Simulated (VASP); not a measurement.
# ZnS (P6_3mc) in VASP: further runs

Runs on ZnS. Level: r2SCAN. Tasks: single point.

All numbers are computed with VASP 6.6.1; they aren't measurements. Logs are shortened: lines on timing, memory, paths and dates and some standing lists are left out, and cuts for length are marked.

## (1) The cell of the first run

The structure is hexagonal, space group P6_3mc (No. 186). Conventional cell: a = 3.694 Å, b = 3.694 Å, c = 12.840 Å, α = 90.00°, β = 90.00°, γ = 120.00°. Within 3.0 Å of Zn (site symmetry 3m) lie 4 S at 2.28 to 2.40 Å. Within 3.0 Å of Zn (site symmetry 3m) lie 4 S at 2.28 to 2.41 Å. S (site symmetry 3m) has 4 Zn at 2.28 to 2.40 Å within 3.0 Å. S (site symmetry 3m) has 4 Zn at 2.28 to 2.41 Å within 3.0 Å.

## (2) Single point, r2SCAN (strain -0.030 along x and y, +0.030 along z)

POSCAR reads:

```
ZnS
1.0
    3.6944748077      0.0000000000      0.0000000000
   -1.8472374039      3.1995090372      0.0000000000
    0.0000000000      0.0000000000     12.8404590974
Zn S
4 4
Direct
    0.0000000000      0.0000000000      0.0001143924
    0.0000000000      0.0000000000      0.5001143924
    0.3333333333      0.6666666667      0.2500706174
    0.6666666667      0.3333333333      0.7500706174
    0.0000000000      0.0000000000      0.1872361436
    0.0000000000      0.0000000000      0.6872361436
    0.3333333333      0.6666666667      0.4375788466
    0.6666666667      0.3333333333      0.9375788466
```

INCAR.step1 reads:

```
SYSTEM = ZnS
  PREC = Accurate
  ENCUT = 520
  ISMEAR = 0
  SIGMA = 0.05
  LREAL = .False.
  LASPH = .True.
  NELM = 60
  NBANDS = 46
  GGA = PE
  ALGO = Normal
  EDIFF = 1E-4
  LWAVE = .True.
  LCHARG = .False.
```

INCAR.step2 reads:

```
SYSTEM = ZnS
  PREC = Accurate
  ENCUT = 520
  EDIFF = 1E-6
  ISMEAR = 0
  SIGMA = 0.05
  LREAL = .False.
  LASPH = .True.
  NELM = 60
  ALGO = Normal
  ISIF = 2
  LWAVE = .False.
  LCHARG = .False.
  METAGGA = R2SCAN
  LMIXTAU = .True.
  NBANDS = 46
  ISTART = 1
```

KPOINTS reads:

```
regular mesh
0
Gamma
  6 6 2
  0 0 0
```

Potentials or basis: VASP PAW PBE potentials, release 64 (Zn, S).

Run with:

```sh
cat potpaw_PBE.64/Zn/POTCAR potpaw_PBE.64/S/POTCAR > POTCAR
cp INCAR.step1 INCAR
mpirun -np 1 vasp_std > vasp.out
cp INCAR.step2 INCAR
mpirun -np 1 vasp_std > vasp.out
```

OUTCAR:

```text
SYSTEM = ZnS
   PREC = Accurate
   ENCUT = 520
   EDIFF = 1E-6
   ISMEAR = 0
   LREAL = .False.
   LASPH = .True.
   NELM = 60
   ISIF = 2
   METAGGA = R2SCAN
   ISTART = 1

 ion  position               nearest neighbor table
   1  0.000  0.000  0.000-   8 2.28   8 2.28   8 2.28   5 2.40
   2  0.000  0.000  0.500-   7 2.28   7 2.28   7 2.28   6 2.40
   3  0.333  0.667  0.250-   5 2.28   5 2.28   5 2.28   7 2.41
   4  0.667  0.333  0.750-   6 2.28   6 2.28   6 2.28   8 2.41
   5  0.000  0.000  0.187-   3 2.28   3 2.28   3 2.28   1 2.40
   6  0.000  0.000  0.687-   4 2.28   4 2.28   4 2.28   2 2.40
   7  0.333  0.667  0.438-   2 2.28   2 2.28   2 2.28   3 2.41
   8  0.667  0.333  0.938-   1 2.28   1 2.28   1 2.28   4 2.41

  LATTYP: Found a hexagonal cell.
 ALAT       =     3.6944748077
 C/A-ratio  =     3.4755844242

  Lattice vectors:

 A1 = (   3.6944748077,   0.0000000000,   0.0000000000)
 A2 = (  -1.8472374039,   3.1995090372,   0.0000000000)
 A3 = (   0.0000000000,   0.0000000000,  12.8404590974)

Analysis of symmetry for initial positions (statically):
=====================================================================
 Subroutine PRICEL returns:
 Original cell was already a primitive cell.

 Routine SETGRP: Setting up the symmetry group for a
 hexagonal supercell.

 Subroutine GETGRP returns: Found 12 space group operations
 (whereof  6 operations were pure point group operations)
 out of a pool of 24 trial point group operations.

The static configuration has the point symmetry C_3v.
 The point group associated with its full space group is C_6v.

Analysis of symmetry for dynamics (positions and initial velocities):
=====================================================================
 Subroutine PRICEL returns:
 Original cell was already a primitive cell.

 Routine SETGRP: Setting up the symmetry group for a
 hexagonal supercell.

 Subroutine GETGRP returns: Found 12 space group operations
 (whereof  6 operations were pure point group operations)
 out of a pool of 24 trial point group operations.

The dynamic configuration has the point symmetry C_3v.
 The point group associated with its full space group is C_6v.

 Subroutine INISYM returns: Found 12 space group operations
 (whereof  6 operations are pure point group operations),
 and found     1 'primitive' translations

----------------------------------------------------------------------------------------

                                     Primitive cell

  volume of cell :     151.7807

  direct lattice vectors                    reciprocal lattice vectors
     3.694474808  0.000000000  0.000000000     0.270674467  0.156273976  0.000000000
    -1.847237404  3.199509037  0.000000000     0.000000000  0.312547953  0.000000000
     0.000000000  0.000000000 12.840459097     0.000000000  0.000000000  0.077878835

  length of vectors
     3.694474808  3.694474808 12.840459097     0.312547953  0.312547953  0.077878835

  position of ions in fractional coordinates (direct lattice)
     0.000000000  0.000000000  0.000114392
     0.000000000  0.000000000  0.500114392
     0.333333333  0.666666667  0.250070617
     0.666666667  0.333333333  0.750070617
     0.000000000  0.000000000  0.187236144
     0.000000000  0.000000000  0.687236144
     0.333333333  0.666666667  0.437578847
     0.666666667  0.333333333  0.937578847

  ion indices of the primitive-cell ions
   primitive index   ion index
                 1           1
                 2           2
                 3           3
                 4           4
                 5           5
                 6           6
                 7           7
                 8           8

----------------------------------------------------------------------------------------

 KPOINTS: regular mesh

Automatic generation of k-mesh.
 Grid dimensions read from file:
 generate k-points for:    6    6    2

 Generating k-lattice:

  Cartesian coordinates                     Fractional coordinates (reciprocal lattice)
     0.045112411  0.026045663  0.000000000     0.166666667  0.000000000  0.000000000
     0.000000000  0.052091325  0.000000000     0.000000000  0.166666667  0.000000000
     0.000000000  0.000000000  0.038939418     0.000000000  0.000000000  0.500000000

  Length of vectors
     0.052091325  0.052091325  0.038939418

  Shift w.r.t. Gamma in fractional coordinates (k-lattice)
     0.000000000  0.000000000  0.000000000

 Subroutine IBZKPT returns following result:
 ===========================================

 Found     14 irreducible k-points:

 Following reciprocal coordinates:
            Coordinates               Weight
  0.000000  0.000000  0.000000      1.000000
  0.166667 -0.000000  0.000000      6.000000
  0.333333  0.000000  0.000000      6.000000
  0.500000 -0.000000  0.000000      3.000000
  0.166667  0.166667  0.000000      6.000000
  0.333333  0.166667  0.000000     12.000000
  0.333333  0.333333  0.000000      2.000000
  0.000000  0.000000  0.500000      1.000000
  0.166667 -0.000000  0.500000      6.000000
  0.333333  0.000000  0.500000      6.000000
  0.500000 -0.000000  0.500000      3.000000
  0.166667  0.166667  0.500000      6.000000
  0.333333  0.166667  0.500000     12.000000
  0.333333  0.333333  0.500000      2.000000
   k-points           NKPTS =     14   k-points in BZ     NKDIM =     14   number of bands    NBANDS=     46
   number of dos      NEDOS =    301   number of ions     NIONS =      8
   total plane-waves  NPLWV =  75264
   dimension x,y,z NGX =    28 NGY =   28 NGZ =   96
   dimension x,y,z NGXF=    56 NGYF=   56 NGZF=  192
   ions per type =               4   4
   NGX,Y,Z   is equivalent  to a cutoff of  12.60, 12.60, 12.43 a.u.
   NGXF,Y,Z  is equivalent  to a cutoff of  25.20, 25.20, 24.86 a.u.
 SYSTEM =  ZnS
   PREC   = accura    normal or accurate (medium, high low for compatibility)
   ISTART =      1    job   : 0-new  1-cont  2-samecut
   ICHARG =      0    charge: 1-file 2-atom 10-const
   ISPIN  =      1    spin polarized calculation?
   LNONCOLLINEAR =      F non collinear calculations
   LSORBIT =      F    spin-orbit coupling
   LASPH  =      T    aspherical Exc in radial PAW
   ENCUT  =  520.0 eV  38.22 Ry    6.18 a.u.   6.87  6.87 23.87*2*pi/ulx,y,z
   NELM   =     60;   NELMIN=  2; NELMDL=  0     # of ELM steps
   EDIFF  = 0.1E-05   stopping-criterion for ELM
   LREAL  =      F    real-space projection
   EDIFFG = 0.1E-04   stopping-criterion for IOM
   NSW    =      0    number of steps for IOM
   IBRION =     -1    ionic relax: 0-MD 1-quasi-New 2-CG
   NFREE  =      0    steps in history (QN), initial steepest desc. (CG)
   ISIF   =      2    stress and relaxation
   ISYM   =      2    0-nonsym 1-usesym 2-fastsym
   POTIM  = 0.5000    time-step for ionic-motion
   TEBEG  =    0.0;   TEEND  =   0.0 temperature during run
   PSTRESS=    0.0 pullay stress
   NELECT =      72.0000    total number of electrons
   NUPDOWN=      -1.0000    fix difference up-down
   EMIN   =  10.00;   EMAX   =-10.00  energy-range for DOS
   EFERMI =   0.00;   METHOD = LEGACY
   ISMEAR =     0;   SIGMA  =   0.05  broadening in eV -4-tet -1-fermi 0-gaus
   EFERMI_NEDOS =   21; number of points for ismear=-14 and -15
   IALGO  =     38    algorithm
   IMIX   =      4    mixing-type and parameters
     AMIX     =   0.40;   BMIX     =  1.00
     AMIX_MAG =   1.60;   BMIX_MAG =  1.00
  volume/ion in A,a.u.               =      18.97       128.03
  Fermi-wavevector in a.u.,A,eV,Ry     =   1.276772  2.412750 22.179504  1.630148
  Thomas-Fermi vector in A             =   2.409410
   LORBIT       =      0    0 simple, 1 ext, 2 COOP (PROOUT), +10 PAW based schemes
   METAGGA = R2SCAN    functional components
   LHFCALC =     F    Hartree Fock is set to
   AEXX    =    0.0000 exact exchange contribution
   IVDW    =     0    specifies the selected vdW correction
   LEPSILON=     F    determine dielectric tensor
   LRPA    =     F    only Hartree local field effects (RPA)
 non-spin polarized calculation
 Gauss-broadening in eV      SIGMA  =   0.05
  energy-cutoff  :      520.00
  volume of cell :      151.78
 maximum number of plane-waves:      4143
 NGX is ok and might be reduce to    28
   NGX = 13   NGY = 13   NGZ = 47

 number of electron      72.0000030 magnetization

 Free energy of the ion-electron system (eV)
  ---------------------------------------------------
  ext. energy  EPLUGINS =         0.00000000
  ---------------------------------------------------
  free energy    TOTEN  =       -75.23669613 eV

  energy without entropy =      -75.23669613  energy(sigma->0) =      -75.23669613

 E-fermi :   2.5888     XC(G=0): -10.4785

 val. band max:        2.3118364245   @ k =   0.0000   0.0000   0.0000
 cond. band min:       5.0099719504   @ k =   0.0000   0.0000   0.0000
 fundamental gap:      2.6981355258
 Fermi energy:         2.5887933910

 k-point     1 :       0.0000    0.0000    0.0000
  band No.  band energies     occupation
      1     -11.7693      2.00000
      2     -11.3715      2.00000
      3     -11.3673      2.00000
      4     -10.8954      2.00000
      5      -4.4747      2.00000
      6      -4.4746      2.00000
[... 38 lines left out ...]
     45       9.3927      0.00000
     46       9.6174      0.00000

 k-point     2 :       0.1667   -0.0000    0.0000
  band No.  band energies     occupation
      1     -11.5567      2.00000
      2     -11.1892      2.00000
      3     -11.1850      2.00000
      4     -10.7585      2.00000
      5      -4.4944      2.00000
      6      -4.4662      2.00000
[... 38 lines left out ...]
     45       9.7205      0.00000
     46       9.8195      0.00000

 k-point     3 :       0.3333    0.0000    0.0000
  band No.  band energies     occupation
      1     -11.0478      2.00000
      2     -10.7822      2.00000
      3     -10.7782      2.00000
      4     -10.4916      2.00000
      5      -4.5044      2.00000
      6      -4.4568      2.00000
[... 38 lines left out ...]
     45       9.9546      0.00000
     46      10.0709      0.00000

 k-point     4 :       0.5000   -0.0000    0.0000
  band No.  band energies     occupation
      1     -10.6996      2.00000
      2     -10.5538      2.00000
      3     -10.5493      2.00000
      4     -10.3993      2.00000
      5      -4.4909      2.00000
      6      -4.4035      2.00000
[... 430 lines left out ...]
     45       9.9297      0.00000
     46       9.9297      0.00000

 k-point    13 :       0.3333    0.1667    0.5000
  band No.  band energies     occupation
      1     -10.6713      2.00000
      2     -10.6713      2.00000
      3     -10.4414      2.00000
      4     -10.4414      2.00000
      5      -4.4020      2.00000
      6      -4.4020      2.00000
[... 38 lines left out ...]
     45       9.9857      0.00000
     46       9.9857      0.00000

 k-point    14 :       0.3333    0.3333    0.5000
  band No.  band energies     occupation
      1     -10.4479      2.00000
      2     -10.4479      2.00000
      3     -10.4410      2.00000
      4     -10.4410      2.00000
      5      -4.3875      2.00000
      6      -4.3875      2.00000
[... 38 lines left out ...]
     45      10.6644      0.00000
     46      10.6644      0.00000

------------------------ aborting loop because EDIFF is reached ----------------------------------------

  FORCE on cell =-STRESS in cart. coord.  units (eV):
  Direction    XX          YY          ZZ          XY          YZ          ZX
  --------------------------------------------------------------------------------------
  -------------------------------------------------------------------------------------
  Total        5.8425755      5.8425755     -2.7822316     -0.0000000      0.0000000      0.0000000
  in kB       61.6734595     61.6734595    -29.3688710     -0.0000000      0.0000000      0.0000000
  external PRESSURE =      31.3260160 kB  Pullay stress =       0.0000000 kB

 VOLUME and BASIS-vectors are now :
 -----------------------------------------------------------------------------
  energy-cutoff  :      520.00
  volume of cell :      151.78
      direct lattice vectors                 reciprocal lattice vectors
     3.694474808  0.000000000  0.000000000     0.270674467  0.156273976  0.000000000
    -1.847237404  3.199509037  0.000000000     0.000000000  0.312547953  0.000000000
     0.000000000  0.000000000 12.840459097     0.000000000  0.000000000  0.077878835

 POSITION                                       TOTAL-FORCE (eV/Angst)
 -----------------------------------------------------------------------------------
      0.00000      0.00000      0.00147        -0.000000      0.000000      0.385220
      0.00000      0.00000      6.42170         0.000000     -0.000000      0.385220
     -0.00000      2.13301      3.21102        -0.000000     -0.000000      0.365786
      1.84724      1.06650      9.63125         0.000000      0.000000      0.365786
      0.00000      0.00000      2.40420         0.000000     -0.000000     -0.370048
      0.00000      0.00000      8.82443         0.000000     -0.000000     -0.370048
     -0.00000      2.13301      5.61871         0.000000     -0.000000     -0.380958
      1.84724      1.06650     12.03894         0.000000     -0.000000     -0.380958
 -----------------------------------------------------------------------------------
    total drift:                               -0.000001     -0.000001     -0.066976

  FREE ENERGIE OF THE ION-ELECTRON SYSTEM (eV)
  ---------------------------------------------------
  free  energy   TOTEN  =       -75.2366961259 eV

  energy  without entropy=      -75.2366961259  energy(sigma->0) =      -75.23669613
```

Run time: 9.7 min. Hardware: 1 thread of AMD EPYC 7R43 (Zen 3), shared host; peak memory 0.27 GiB.

Results:

| Property | Result |
| --- | --- |
| Free energy | -75.2367 eV |
| Pressure | 3.1 GPa |
| Largest force | 0.385 eV/Å |
| Band gap on the k mesh | 2.70 eV |

Forces in eV/Å, atoms in the order of the input:
```
Zn   0.000  0.000  0.385
Zn   0.000  0.000  0.385
Zn   0.000  0.000  0.366
Zn   0.000  0.000  0.366
S    0.000  0.000 -0.370
S    0.000  0.000 -0.370
S    0.000  0.000 -0.381
S    0.000  0.000 -0.381
```

Levels at points of the mesh, in eV from the valence-band top:
| k point | band 32 | band 33 | band 34 | band 35 | band 36 | band 37 | band 38 | band 39 | band 40 | band 41 |
| --- | --- | --- | --- | --- | --- | --- | --- | --- | --- | --- |
| (0.00, 0.00, 0.00) | -0.41 | -0.41 | -0.33 | 0.00 | 0.00 | 2.70 | 4.14 | 4.28 | 4.47 | 6.38 |
| (0.50, 0.00, 0.00) | -1.98 | -1.74 | -1.73 | -1.41 | -1.08 | 3.50 | 3.56 | 4.27 | 4.81 | 5.19 |
| (0.00, 0.00, 0.50) | -0.68 | -0.13 | -0.13 | -0.13 | -0.13 | 3.67 | 3.67 | 4.24 | 4.24 | 6.31 |
| (0.50, 0.00, 0.50) | -2.15 | -1.79 | -1.79 | -1.29 | -1.29 | 4.02 | 4.02 | 4.38 | 4.38 | 4.81 |

Caveat: the cell differs from its parent crystal (strain -0.030 along x and y, +0.030 along z); the stress differs along the axes, from -3 to 6 GPa; the PAW data sets were made with another functional, which shifts forces and pressure a little.

## (3) Single point, r2SCAN (strain +0.000 along x and y, -0.030 along z)

POSCAR: that of step 2 with these lines changed.

```diff
@@ -2,5 +2,5 @@
 1.0
-    3.6944748077      0.0000000000      0.0000000000
-   -1.8472374039      3.1995090372      0.0000000000
-    0.0000000000      0.0000000000     12.8404590974
+    3.8087369152      0.0000000000      0.0000000000
+   -1.9043684576      3.2984629249      0.0000000000
+    0.0000000000      0.0000000000     12.0924711888
 Zn S
```

INCAR.step1 reads:

```
SYSTEM = ZnS
PREC     = Accurate       ! precision mode
ENCUT    = 520            ! plane-wave cutoff, eV
ISMEAR   = 0              ! smearing method
SIGMA    = 0.05           ! smearing width, eV
LREAL    = .FALSE.        ! projectors in reciprocal space
LASPH    = .TRUE.         ! aspherical terms in the spheres
NELM     = 100            ! most SCF steps
NBANDS   = 46             ! bands
GGA      = PE             ! functional
ALGO     = Normal         ! electronic algorithm
EDIFF    = 1E-4           ! SCF threshold, eV
LWAVE    = .TRUE.         ! write WAVECAR
LCHARG   = .FALSE.        ! write CHGCAR
```

INCAR.step2 reads:

```
SYSTEM = ZnS
PREC     = Accurate       ! precision mode
ENCUT    = 520            ! plane-wave cutoff, eV
EDIFF    = 1E-7           ! SCF threshold, eV
ISMEAR   = 0              ! smearing method
SIGMA    = 0.05           ! smearing width, eV
LREAL    = .FALSE.        ! projectors in reciprocal space
LASPH    = .TRUE.         ! aspherical terms in the spheres
NELM     = 100            ! most SCF steps
ALGO     = Normal         ! electronic algorithm
ISIF     = 2              ! what is computed and relaxed
LWAVE    = .FALSE.        ! write WAVECAR
LCHARG   = .FALSE.        ! write CHGCAR
METAGGA  = R2SCAN         ! meta-GGA
LMIXTAU  = .TRUE.       
NBANDS   = 46             ! bands
ISTART   = 1
```

KPOINTS reads:

```
Automatic mesh
0
G
  6 6 2
  0 0 0
```

Potentials or basis: VASP PAW PBE potentials, release 64 (Zn, S).

Run with:

```sh
cat potpaw_PBE.64/Zn/POTCAR potpaw_PBE.64/S/POTCAR > POTCAR
cp INCAR.step1 INCAR
mpirun -np 1 vasp_std > vasp.out
cp INCAR.step2 INCAR
mpirun -np 1 vasp_std > vasp.out
```

Wall time 10 min (1 thread of AMD EPYC 7R43 (Zen 3), shared host); peak memory 0.28 GiB.

It converged, with:

| Item | Value |
| --- | --- |
| Free energy | -75.3649 eV |
| Pressure | 2.7 GPa |
| Largest force | 0.269 eV/Å |
| Band gap on the k mesh | 2.88 eV |

Forces in eV/Å, atoms in the order of the input:
```
Zn   0.000  0.000 -0.269
Zn   0.000  0.000 -0.269
Zn   0.000  0.000 -0.250
Zn   0.000  0.000 -0.250
S    0.000  0.000  0.255
S    0.000  0.000  0.255
S    0.000  0.000  0.264
S    0.000  0.000  0.264
```

Stress tensor (GPa, compression positive):
```
0.97 0.00 0.00
0.00 0.97 0.00
0.00 0.00 6.25
```

Levels at points of the mesh, in eV from the valence-band top:
```tsv
k point	band 32	band 33	band 34	band 35	band 36	band 37	band 38	band 39	band 40	band 41
(0.00, 0.00, 0.00)	-0.62	-0.62	-0.06	-0.06	0.00	2.88	3.53	3.85	4.16	6.63
(0.50, 0.00, 0.00)	-1.82	-1.81	-1.64	-1.18	-0.95	3.71	3.73	4.11	4.68	5.39
(0.00, 0.00, 0.50)	-0.98	-0.24	-0.24	-0.24	-0.24	3.60	3.60	3.74	3.74	6.82
(0.50, 0.00, 0.50)	-2.35	-1.62	-1.62	-1.22	-1.22	3.97	3.97	4.53	4.53	5.21
```

Caveat: the cell differs from its parent crystal (strain +0.000 along x and y, -0.030 along z); the stress differs along the axes, from 1 to 6 GPa; the PAW data sets were made with another functional, which shifts forces and pressure a little.

[end of part 1 of 2]
